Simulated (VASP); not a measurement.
# H (Pmmm) in VASP: notebook

Runs on H. Level: PBEsol. Tasks: single point.

Program: VASP 6.6.1. These are calculated values, not measurements. Logs are shortened: lines on timing, memory, paths and dates and some standing lists are left out, and cuts for length are marked.

### 1 The cell of the first run

It takes space group Pmmm (No. 47, orthorhombic). The conventional cell has a = 0.980 Å, b = 2.517 Å, c = 2.650 Å, α = 90.00°, β = 90.00°, γ = 90.00°. Within 1.3 Å of H (site symmetry mmm) lie 2 H at 0.98 Å.

### 2 Single point, PBEsol (strain -0.0500 x Voigt [1, 0, 0, 0, 0, 0])

The input, INCAR:

```
PREC     = Accurate       # precision mode
ENCUT    = 520            # plane-wave cutoff, eV
EDIFF    = 1E-6           # SCF threshold, eV
ISMEAR   = 0              # smearing method
SIGMA    = 0.05           # smearing width, eV
LREAL    = F              # projectors in reciprocal space
LASPH    = T              # aspherical terms in the spheres
NELM     = 60             # most SCF steps
ALGO     = Normal         # electronic algorithm
ISIF     = 2              # what is computed and relaxed
LWAVE    = F              # write WAVECAR
LCHARG   = F              # write CHGCAR
GGA      = PS             # functional
NBANDS   = 6              # bands
```

The input, KPOINTS:

```
regular mesh
0
Gamma
  10 10 26
```

The input, POSCAR:

```
H
1.0
    2.5171568020      0.0000000000      0.0000000000
    0.0000000000      2.6496387389      0.0000000000
    0.0000000000      0.0000000000      0.9804929200
H
1
Direct
    0.0000000000      0.0000000000      0.5000000000
```

Potentials or basis: VASP PAW PBE potentials, release 64 (H).

Started as:

```
$ cat potpaw_PBE.64/H/POTCAR > POTCAR
$ mpirun -np 1 vasp_std > vasp.out
```

OUTCAR:

```text
PREC = Accurate
   ENCUT = 520
   EDIFF = 1E-6
   ISMEAR = 0
   LREAL = F
   LASPH = T
   NELM = 60
   ISIF = 2
   GGA = PS

 ion  position               nearest neighbor table
   1  0.000  0.000  0.500-

  LATTYP: Found a simple orthorhombic cell.
 ALAT       =     0.9804929200
 B/A-ratio  =     2.5672360816
 C/A-ratio  =     2.7023537701

  Lattice vectors:

 A1 = (   0.0000000000,   0.0000000000,   0.9804929200)
 A2 = (   2.5171568020,   0.0000000000,   0.0000000000)
 A3 = (   0.0000000000,   2.6496387389,   0.0000000000)

Analysis of symmetry for initial positions (statically):
=====================================================================
 Subroutine PRICEL returns:
 Original cell was already a primitive cell.

 Routine SETGRP: Setting up the symmetry group for a
 simple orthorhombic supercell.

 Subroutine GETGRP returns: Found  8 space group operations
 (whereof  8 operations were pure point group operations)
 out of a pool of  8 trial point group operations.

The static configuration has the point symmetry D_2h.

Analysis of symmetry for dynamics (positions and initial velocities):
=====================================================================
 Subroutine PRICEL returns:
 Original cell was already a primitive cell.

 Routine SETGRP: Setting up the symmetry group for a
 simple orthorhombic supercell.

 Subroutine GETGRP returns: Found  8 space group operations
 (whereof  8 operations were pure point group operations)
 out of a pool of  8 trial point group operations.

The dynamic configuration has the point symmetry D_2h.

 Subroutine INISYM returns: Found  8 space group operations
 (whereof  8 operations are pure point group operations),
 and found     1 'primitive' translations

----------------------------------------------------------------------------------------

                                     Primitive cell

  volume of cell :       6.5395

  direct lattice vectors                    reciprocal lattice vectors
     2.517156802  0.000000000  0.000000000     0.397273622  0.000000000  0.000000000
     0.000000000  2.649638739  0.000000000     0.000000000  0.377409941  0.000000000
     0.000000000  0.000000000  0.980492920     0.000000000  0.000000000  1.019895177

  length of vectors
[... 78 lines left out ...]
   ENCUT  =  520.0 eV  38.22 Ry    6.18 a.u.   4.68  4.93  1.82*2*pi/ulx,y,z
   NELM   =     60;   NELMIN=  2; NELMDL= -5     # of ELM steps
   EDIFF  = 0.1E-05   stopping-criterion for ELM
   LREAL  =      F    real-space projection
   EDIFFG = 0.1E-04   stopping-criterion for IOM
   NSW    =      0    number of steps for IOM
   IBRION =     -1    ionic relax: 0-MD 1-quasi-New 2-CG
   NFREE  =      0    steps in history (QN), initial steepest desc. (CG)
   ISIF   =      2    stress and relaxation
   ISYM   =      2    0-nonsym 1-usesym 2-fastsym
   POTIM  = 0.5000    time-step for ionic-motion
   TEBEG  =    0.0;   TEEND  =   0.0 temperature during run
   PSTRESS=    0.0 pullay stress
   NELECT =       1.0000    total number of electrons
   NUPDOWN=      -1.0000    fix difference up-down
   EMIN   =  10.00;   EMAX   =-10.00  energy-range for DOS
   EFERMI =   0.00;   METHOD = LEGACY
   ISMEAR =     0;   SIGMA  =   0.05  broadening in eV -4-tet -1-fermi 0-gaus
   EFERMI_NEDOS =   21; number of points for ismear=-14 and -15
   IALGO  =     38    algorithm
   IMIX   =      4    mixing-type and parameters
     AMIX     =   0.40;   BMIX     =  1.00
     AMIX_MAG =   1.60;   BMIX_MAG =  1.00
  volume/ion in A,a.u.               =       6.54        44.13
  Fermi-wavevector in a.u.,A,eV,Ry     =   0.875443  1.654347 10.427503  0.766400
  Thomas-Fermi vector in A             =   1.995114
   LORBIT       =      0    0 simple, 1 ext, 2 COOP (PROOUT), +10 PAW based schemes
   GGA     = PS    functional components
   LHFCALC =     F    Hartree Fock is set to
   AEXX    =    0.0000 exact exchange contribution
   IVDW    =     0    specifies the selected vdW correction
   LEPSILON=     F    determine dielectric tensor
   LRPA    =     F    only Hartree local field effects (RPA)
 non-spin polarized calculation
 Gauss-broadening in eV      SIGMA  =   0.05
  energy-cutoff  :      520.00
  volume of cell :        6.54
 maximum number of plane-waves:       192
 NGX is ok and might be reduce to    20
   NGX =  9   NGY =  9   NGZ =  3

 number of electron       1.0000000 magnetization

 Free energy of the ion-electron system (eV)
  ---------------------------------------------------
  ext. energy  EPLUGINS =         0.00000000
  ---------------------------------------------------
  free energy    TOTEN  =        -2.94505314 eV

  energy without entropy =       -2.94501329  energy(sigma->0) =       -2.94503321

 E-fermi :  -1.2654     XC(G=0):  -7.2006

 val. band max:       -1.2825210051   @ k =   0.0000   0.0000   0.2692
 cond. band min:      -1.2479262161   @ k =   0.5000   0.5000   0.2308
 fundamental gap:      0.0345947891
 Fermi energy:        -1.2654005095

 k-point     1 :       0.0000    0.0000    0.0000
  band No.  band energies     occupation
      1     -12.5031      2.00000
      2       8.9558      0.00000
      3      14.0125      0.00000
      4      16.0706      0.00000
      5      18.0120      0.00000
      6      36.7483      0.00000
[... 199 lines left out ...]
 k-point    24 :       0.5000    0.3000    0.0000
  band No.  band energies     occupation
      1      -9.9045      2.00000
      2       3.0729      0.00000
      3       7.4950      0.00000
      4      12.4245      0.00000
      5      30.3340      0.00000
      6      37.7372      0.00000

 [... further k-points ...]

------------------------ aborting loop because EDIFF is reached ----------------------------------------

  FORCE on cell =-STRESS in cart. coord.  units (eV):
  Direction    XX          YY          ZZ          XY          YZ          ZX
  --------------------------------------------------------------------------------------
  -------------------------------------------------------------------------------------
  Total        0.1064373      0.0504745      0.0813950      0.0000000      0.0000000      0.0000000
  in kB       26.0773146     12.3663303     19.9419060      0.0000000      0.0000000      0.0000000
  external PRESSURE =      19.4618503 kB  Pullay stress =       0.0000000 kB

 VOLUME and BASIS-vectors are now :
 -----------------------------------------------------------------------------
  energy-cutoff  :      520.00
  volume of cell :        6.54
      direct lattice vectors                 reciprocal lattice vectors
     2.517156802  0.000000000  0.000000000     0.397273622  0.000000000  0.000000000
     0.000000000  2.649638739  0.000000000     0.000000000  0.377409941  0.000000000
     0.000000000  0.000000000  0.980492920     0.000000000  0.000000000  1.019895177

 POSITION                                       TOTAL-FORCE (eV/Angst)
 -----------------------------------------------------------------------------------
      0.00000      0.00000      0.49025         0.000000      0.000000      0.000000
 -----------------------------------------------------------------------------------
    total drift:                                0.000000      0.000000      0.000000

  FREE ENERGIE OF THE ION-ELECTRON SYSTEM (eV)
  ---------------------------------------------------
  free  energy   TOTEN  =        -2.9450531378 eV

  energy  without entropy=       -2.9450132854  energy(sigma->0) =       -2.94503321
```

OSZICAR:

```text
N       E                     dE             d eps       ncg     rms          rms(c)
DAV:   1    -0.295179187082E+01   -0.29518E+01   -0.23133E+02  6324   0.710E+01
DAV:   2    -0.302976212857E+01   -0.77970E-01   -0.76937E-01  8016   0.530E+00
DAV:   3    -0.302979761244E+01   -0.35484E-04   -0.35484E-04  7014   0.108E-01
DAV:   4    -0.302979762003E+01   -0.75918E-08   -0.76404E-08  8748   0.144E-03
DAV:   5    -0.302979761988E+01    0.14993E-09   -0.12436E-11  6744   0.138E-05    0.174E+00
DAV:   6    -0.297092374708E+01    0.58874E-01   -0.19473E-02  6432   0.439E-01    0.102E+00
DAV:   7    -0.294385816323E+01    0.27066E-01   -0.36922E-02  6618   0.674E-01    0.934E-02
DAV:   8    -0.294503474882E+01   -0.11766E-02   -0.11732E-03  6576   0.136E-01    0.878E-03
DAV:   9    -0.294504978860E+01   -0.15040E-04   -0.11494E-05  8034   0.133E-02    0.419E-03
DAV:  10    -0.294505313614E+01   -0.33475E-05   -0.42767E-06  6984   0.883E-03    0.337E-04
DAV:  11    -0.294505313784E+01   -0.16923E-08   -0.51236E-09  6378   0.474E-04
   1 F= -.29450531E+01 E0= -.29450332E+01  d E =-.398524E-04
```

Run time: 18 s. Hardware: 1 thread of Intel Xeon 8259CL, shared host; peak memory 0.12 GiB.

What came out:

* Free energy: -2.9451 eV
* Pressure: 1.9 GPa
* Band gap on the k mesh: zero (an odd number of electrons rules out a gap without spin polarisation)

Caveat: the cell differs from its parent crystal (strain -0.0500 x Voigt [1, 0, 0, 0, 0, 0]); the PAW data sets were made with another functional, which shifts forces and pressure a little.

### 3 Single point, PBEsol (strain -0.0250 x Voigt [1, 0, 0, 0, 0, 0])

The input, INCAR:

```
PREC = Accurate
ENCUT = 520
EDIFF = 1E-7
ISMEAR = 0
SIGMA = 0.05
LREAL = False
LASPH = True
NELM = 80
ALGO = Normal
ISIF = 2
LWAVE = False
LCHARG = False
GGA = PS
NBANDS = 6
```

The input, KPOINTS:

```
Automatic mesh
0
Gamma
  10 10 26
```

Edit POSCAR of step 2 so:

```diff
@@ -2,3 +2,3 @@
 1.0
-    2.5171568020      0.0000000000      0.0000000000
+    2.5833977704      0.0000000000      0.0000000000
     0.0000000000      2.6496387389      0.0000000000
```

Potentials or basis: VASP PAW PBE potentials, release 64 (H).

Started as:

```
$ cat potpaw_PBE.64/H/POTCAR > POTCAR
$ mpirun -np 1 vasp_std > vasp.out
```

OUTCAR:

```text
PREC = Accurate
   ENCUT = 520
   EDIFF = 1E-7
   ISMEAR = 0
   LREAL = False
   LASPH = True
   NELM = 80
   ISIF = 2
   GGA = PS

 ion  position               nearest neighbor table
   1  0.000  0.000  0.500-

  LATTYP: Found a simple orthorhombic cell.
 ALAT       =     0.9804929200
 B/A-ratio  =     2.6347949258
 C/A-ratio  =     2.7023537701

  Lattice vectors:

 A1 = (   0.0000000000,   0.0000000000,   0.9804929200)
 A2 = (   2.5833977704,   0.0000000000,   0.0000000000)
[... 396 lines left out ...]
      6      37.5146      0.00000

 [... further k-points ...]

------------------------ aborting loop because EDIFF is reached ----------------------------------------

  FORCE on cell =-STRESS in cart. coord.  units (eV):
  Direction    XX          YY          ZZ          XY          YZ          ZX
  --------------------------------------------------------------------------------------
  -------------------------------------------------------------------------------------
  Total        0.0837877      0.0586205      0.0799700      0.0000000      0.0000000      0.0000000
  in kB       20.0017720     13.9938587     19.0904201      0.0000000      0.0000000      0.0000000
  external PRESSURE =      17.6953503 kB  Pullay stress =       0.0000000 kB

 VOLUME and BASIS-vectors are now :
 -----------------------------------------------------------------------------
  energy-cutoff  :      520.00
  volume of cell :        6.71
      direct lattice vectors                 reciprocal lattice vectors
     2.583397770  0.000000000  0.000000000     0.387087119  0.000000000  0.000000000
     0.000000000  2.649638739  0.000000000     0.000000000  0.377409941  0.000000000
     0.000000000  0.000000000  0.980492920     0.000000000  0.000000000  1.019895177

 POSITION                                       TOTAL-FORCE (eV/Angst)
 -----------------------------------------------------------------------------------
      0.00000      0.00000      0.49025         0.000000      0.000000      0.000000
 -----------------------------------------------------------------------------------
    total drift:                               -0.000000      0.000000      0.000000

  FREE ENERGIE OF THE ION-ELECTRON SYSTEM (eV)
  ---------------------------------------------------
  free  energy   TOTEN  =        -2.9478325414 eV

  energy  without entropy=       -2.9478290543  energy(sigma->0) =       -2.94783080
```

Run time: 17 s. Hardware: 1 thread of Intel Xeon 8259CL, shared host; peak memory 0.12 GiB.

What came out:

```yaml
Free_energy: -2.9478 eV
Pressure: 1.8 GPa
Band_gap_on_the_k_mesh: zero (an odd number of electrons rules out a gap without spin polarisation)
```

Caveat: the cell differs from its parent crystal (strain -0.0250 x Voigt [1, 0, 0, 0, 0, 0]); the PAW data sets were made with another functional, which shifts forces and pressure a little.

(Continued in part 2 of 2.)
